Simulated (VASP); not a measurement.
# TaI3 (P4/mbm) in VASP: further runs, part 2 of 2

VASP 6.6.1.

## (3) Single point, PBE

This run uses another cell than the first one, of 40.68 Å³/atom.

Input file INCAR:

```
SYSTEM = TaI3
PREC = Accurate ; ENCUT = 520
EDIFF = 1E-6 ; ISMEAR = 0
SIGMA = 0.1 ; LREAL = .False.
LASPH = .True. ; NELM = 100
ALGO = Normal ; ISIF = 2
LWAVE = .False. ; LCHARG = .True.
GGA = PE ; LELF = .True.
LVHAR = .True. ; NBANDS = 42
```

Input file KPOINTS:

```
Automatic mesh
0
Gamma
  6 6 8
  0 0 0
```

Input file POSCAR:

```
TaI3
1.0
    7.6395872546      0.0000000000      0.0000000000
    0.0000000000      7.6395872546      0.0000000000
    0.0000000000      0.0000000000      5.5766274209
Ta I
2 6
Direct
    0.5000000000      0.5000000000      0.0000000000
    0.0000000000      0.0000000000      0.0000000000
    0.8239888298      0.3239888298      0.0000000000
    0.6760111702      0.8239888298      0.0000000000
    0.5000000000      0.5000000000      0.5000000000
    0.1760111702      0.6760111702      0.0000000000
    0.3239888298      0.1760111702      0.0000000000
    0.0000000000      0.0000000000      0.5000000000
```

Potentials or basis: VASP PAW PBE potentials, release 64 (Ta_pv, I).

The run is started by

```sh
$ cat potpaw_PBE.64/Ta_pv/POTCAR potpaw_PBE.64/I/POTCAR > POTCAR
$ mpirun -np 1 vasp_std > vasp.out
```

OUTCAR:

```text
SYSTEM = TaI3
   PREC = Accurate
   ENCUT = 520
   EDIFF = 1E-6
   ISMEAR = 0
   LREAL = .False.
   LASPH = .True.
   NELM = 100
   ISIF = 2
   GGA = PE

 ion  position               nearest neighbor table
   1  0.500  0.500  0.000-   5 2.79   5 2.79   3 2.82   6 2.82   7 2.82   4 2.82
   2  0.000  0.000  0.000-   8 2.79   8 2.79   6 2.82   7 2.82   3 2.82   4 2.82
   3  0.824  0.324  0.000-   1 2.82   2 2.82
   4  0.676  0.824  0.000-   1 2.82   2 2.82
   5  0.500  0.500  0.500-   1 2.79   1 2.79
   6  0.176  0.676  0.000-   1 2.82   2 2.82
   7  0.324  0.176  0.000-   1 2.82   2 2.82
   8  0.000  0.000  0.500-   2 2.79   2 2.79

  LATTYP: Found a simple tetragonal cell.
 ALAT       =     7.6395872546
 C/A-ratio  =     0.7299644909

  Lattice vectors:

 A1 = (   7.6395872546,   0.0000000000,   0.0000000000)
 A2 = (   0.0000000000,   7.6395872546,   0.0000000000)
 A3 = (   0.0000000000,   0.0000000000,   5.5766274209)

Analysis of symmetry for initial positions (statically):
=====================================================================
 Subroutine PRICEL returns:
 Original cell was already a primitive cell.

 Routine SETGRP: Setting up the symmetry group for a
 simple tetragonal supercell.

 Subroutine GETGRP returns: Found 16 space group operations
 (whereof  8 operations were pure point group operations)
 out of a pool of 16 trial point group operations.

The static configuration has the point symmetry C_4h.
 The point group associated with its full space group is D_4h.

Analysis of symmetry for dynamics (positions and initial velocities):
=====================================================================
 Subroutine PRICEL returns:
 Original cell was already a primitive cell.

 Routine SETGRP: Setting up the symmetry group for a
 simple tetragonal supercell.

 Subroutine GETGRP returns: Found 16 space group operations
 (whereof  8 operations were pure point group operations)
 out of a pool of 16 trial point group operations.

The dynamic configuration has the point symmetry C_4h.
 The point group associated with its full space group is D_4h.

 Subroutine INISYM returns: Found 16 space group operations
 (whereof  8 operations are pure point group operations),
 and found     1 'primitive' translations

----------------------------------------------------------------------------------------

                                     Primitive cell

  volume of cell :     325.4703

  direct lattice vectors                    reciprocal lattice vectors
     7.639587255  0.000000000  0.000000000     0.130897124  0.000000000  0.000000000
     0.000000000  7.639587255  0.000000000     0.000000000  0.130897124  0.000000000
     0.000000000  0.000000000  5.576627421     0.000000000  0.000000000  0.179319851

  length of vectors
     7.639587255  7.639587255  5.576627421     0.130897124  0.130897124  0.179319851

  position of ions in fractional coordinates (direct lattice)
     0.500000000  0.500000000  0.000000000
     0.000000000  0.000000000  0.000000000
[... 45 lines left out ...]
            Coordinates               Weight
  0.000000  0.000000  0.000000      1.000000
  0.166667  0.000000  0.000000      4.000000
  0.333333  0.000000  0.000000      4.000000
  0.500000  0.000000  0.000000      2.000000
  0.166667  0.166667  0.000000      4.000000
  0.333333  0.166667  0.000000      8.000000
[... 16 lines left out ...]
  0.333333  0.000000  0.250000      8.000000
  0.500000  0.000000  0.250000      4.000000
 [... further k-points ...]
   k-points           NKPTS =     50   k-points in BZ     NKDIM =     50   number of bands    NBANDS=     42
   number of dos      NEDOS =    301   number of ions     NIONS =      8
   total plane-waves  NPLWV = 151200
   dimension x,y,z NGX =    60 NGY =   60 NGZ =   42
   dimension x,y,z NGXF=   120 NGYF=  120 NGZF=   84
   ions per type =               2   6
   NGX,Y,Z   is equivalent  to a cutoff of  13.06, 13.06, 12.52 a.u.
   NGXF,Y,Z  is equivalent  to a cutoff of  26.11, 26.11, 25.04 a.u.
 SYSTEM =  TaI3
   PREC   = accura    normal or accurate (medium, high low for compatibility)
   ISTART =      0    job   : 0-new  1-cont  2-samecut
   ICHARG =      2    charge: 1-file 2-atom 10-const
   ISPIN  =      1    spin polarized calculation?
   LNONCOLLINEAR =      F non collinear calculations
   LSORBIT =      F    spin-orbit coupling
   LASPH  =      T    aspherical Exc in radial PAW
   ENCUT  =  520.0 eV  38.22 Ry    6.18 a.u.  14.20 14.20 10.37*2*pi/ulx,y,z
   NELM   =    100;   NELMIN=  2; NELMDL= -5     # of ELM steps
   EDIFF  = 0.1E-05   stopping-criterion for ELM
   LREAL  =      F    real-space projection
   EDIFFG = 0.1E-04   stopping-criterion for IOM
   NSW    =      0    number of steps for IOM
   IBRION =     -1    ionic relax: 0-MD 1-quasi-New 2-CG
   NFREE  =      0    steps in history (QN), initial steepest desc. (CG)
   ISIF   =      2    stress and relaxation
   ISYM   =      2    0-nonsym 1-usesym 2-fastsym
   POTIM  = 0.5000    time-step for ionic-motion
   TEBEG  =    0.0;   TEEND  =   0.0 temperature during run
   PSTRESS=    0.0 pullay stress
   NELECT =      64.0000    total number of electrons
   NUPDOWN=      -1.0000    fix difference up-down
   EMIN   =  10.00;   EMAX   =-10.00  energy-range for DOS
   EFERMI =   0.00;   METHOD = LEGACY
   ISMEAR =     0;   SIGMA  =   0.10  broadening in eV -4-tet -1-fermi 0-gaus
   EFERMI_NEDOS =   21; number of points for ismear=-14 and -15
   IALGO  =     38    algorithm
   IMIX   =      4    mixing-type and parameters
     AMIX     =   0.40;   BMIX     =  1.00
     AMIX_MAG =   1.60;   BMIX_MAG =  1.00
  volume/ion in A,a.u.               =      40.68       274.55
  Fermi-wavevector in a.u.,A,eV,Ry     =   0.951987  1.798995 12.330678  0.906279
  Thomas-Fermi vector in A             =   2.080508
   LORBIT       =      0    0 simple, 1 ext, 2 COOP (PROOUT), +10 PAW based schemes
   GGA     = PE    functional components
   LHFCALC =     F    Hartree Fock is set to
   AEXX    =    0.0000 exact exchange contribution
   IVDW    =     0    specifies the selected vdW correction
   LEPSILON=     F    determine dielectric tensor
   LRPA    =     F    only Hartree local field effects (RPA)
 non-spin polarized calculation
 Gauss-broadening in eV      SIGMA  =   0.10
  energy-cutoff  :      520.00
  volume of cell :      325.47
 maximum number of plane-waves:      8805
 NGX is ok and might be reduce to    60
   NGX = 29   NGY = 29   NGZ = 21

 number of electron      64.0000007 magnetization

 Free energy of the ion-electron system (eV)
  ---------------------------------------------------
  ext. energy  EPLUGINS =         0.00000000
  ---------------------------------------------------
  free energy    TOTEN  =       -32.80997204 eV

  energy without entropy =      -32.75448835  energy(sigma->0) =      -32.78223019

 E-fermi :   3.5875     XC(G=0):  -7.9180

 val. band max:        3.5838157308   @ k =   0.3333   0.1667   0.2500
 cond. band min:       3.5929751511   @ k =   0.3333   0.1667   0.0000
 fundamental gap:      0.0091594203
 Fermi energy:         3.5875394537

 k-point     1 :       0.0000    0.0000    0.0000
  band No.  band energies     occupation
      1     -32.3184      2.00000
      2     -32.3183      2.00000
      3     -32.1597      2.00000
      4     -32.1597      2.00000
      5     -32.1583      2.00000
      6     -32.1583      2.00000
[... 1069 lines left out ...]
     41       6.6581      0.00000
     42       6.6581      0.00000

 [... further k-points ...]

------------------------ aborting loop because EDIFF is reached ----------------------------------------

  FORCE on cell =-STRESS in cart. coord.  units (eV):
  Direction    XX          YY          ZZ          XY          YZ          ZX
  --------------------------------------------------------------------------------------
  -------------------------------------------------------------------------------------
  Total       -0.0362399     -0.0362399     -0.0136807      0.0000000      0.0000000     -0.0000000
  in kB       -0.1783963     -0.1783963     -0.0673455      0.0000000      0.0000000     -0.0000000
  external PRESSURE =      -0.1413794 kB  Pullay stress =       0.0000000 kB

 VOLUME and BASIS-vectors are now :
 -----------------------------------------------------------------------------
  energy-cutoff  :      520.00
  volume of cell :      325.47
      direct lattice vectors                 reciprocal lattice vectors
     7.639587255  0.000000000  0.000000000     0.130897124  0.000000000  0.000000000
     0.000000000  7.639587255  0.000000000     0.000000000  0.130897124  0.000000000
     0.000000000  0.000000000  5.576627421     0.000000000  0.000000000  0.179319851

 POSITION                                       TOTAL-FORCE (eV/Angst)
 -----------------------------------------------------------------------------------
      3.81979      3.81979      0.00000         0.000000      0.000000      0.000000
      0.00000      0.00000      0.00000         0.000000      0.000000      0.000000
      6.29493      2.47514      0.00000        -0.002008     -0.002008     -0.000000
      5.16445      6.29493      0.00000         0.002008     -0.002008     -0.000000
      3.81979      3.81979      2.78831         0.000000      0.000000      0.000000
      1.34465      5.16445      0.00000         0.002008      0.002008      0.000000
      2.47514      1.34465      0.00000        -0.002008      0.002008      0.000000
      0.00000      0.00000      2.78831         0.000000      0.000000      0.000000
 -----------------------------------------------------------------------------------
    total drift:                               -0.000000      0.000000     -0.000000

  FREE ENERGIE OF THE ION-ELECTRON SYSTEM (eV)
  ---------------------------------------------------
  free  energy   TOTEN  =       -32.8099720414 eV

  energy  without entropy=      -32.7544883460  energy(sigma->0) =      -32.78223019
```

Wall time 6.6 min (1 thread of AMD EPYC 9R45 (Zen 5), shared host); peak memory 0.73 GiB.

Results:

```yaml
Free_energy: -32.8100 eV
Pressure: 0.0 GPa
Band_gap_on_the_k_mesh: zero (bands 32 and 33 overlap by 1.07 eV)
```

Forces on the atoms (eV/Å):
```
Ta   0.000  0.000  0.000
Ta   0.000  0.000  0.000
I   -0.002 -0.002  0.000
I    0.002 -0.002  0.000
I    0.000  0.000  0.000
I    0.002  0.002  0.000
I   -0.002  0.002  0.000
I    0.000  0.000  0.000
```

Levels at points of the mesh, in eV from the Fermi level:
| k point | band 28 | band 29 | band 30 | band 31 | band 32 | band 33 | band 34 | band 35 | band 36 | band 37 |
| --- | --- | --- | --- | --- | --- | --- | --- | --- | --- | --- |
| (0.00, 0.00, 0.00) | -2.37 | -1.95 | -1.95 | -1.01 | -1.01 | -0.76 | -0.10 | 0.29 | 0.31 | 0.58 |
| (0.50, 0.00, 0.00) | -2.93 | -2.28 | -2.28 | -0.17 | -0.17 | -0.12 | -0.12 | 0.23 | 0.23 | 0.31 |
| (0.50, 0.50, 0.00) | -2.38 | -2.35 | -2.35 | -0.97 | -0.97 | -0.14 | -0.14 | 0.31 | 0.31 | 0.47 |
| (0.00, 0.00, 0.50) | -2.03 | -1.64 | -1.64 | -0.74 | -0.09 | 0.64 | 0.64 | 0.98 | 0.98 | 1.30 |
| (0.50, 0.00, 0.50) | -2.36 | -2.10 | -2.10 | 0.19 | 0.19 | 0.69 | 0.69 | 0.74 | 0.74 | 1.95 |
| (0.50, 0.50, 0.50) | -3.09 | -1.78 | -1.78 | -0.12 | -0.12 | 0.66 | 0.66 | 0.89 | 0.89 | 1.65 |

Caveat: spin-orbit coupling is left out, which moves the levels of the heavy elements.

The gap in the log of VASP goes by the Fermi energy; the results here count the filled bands.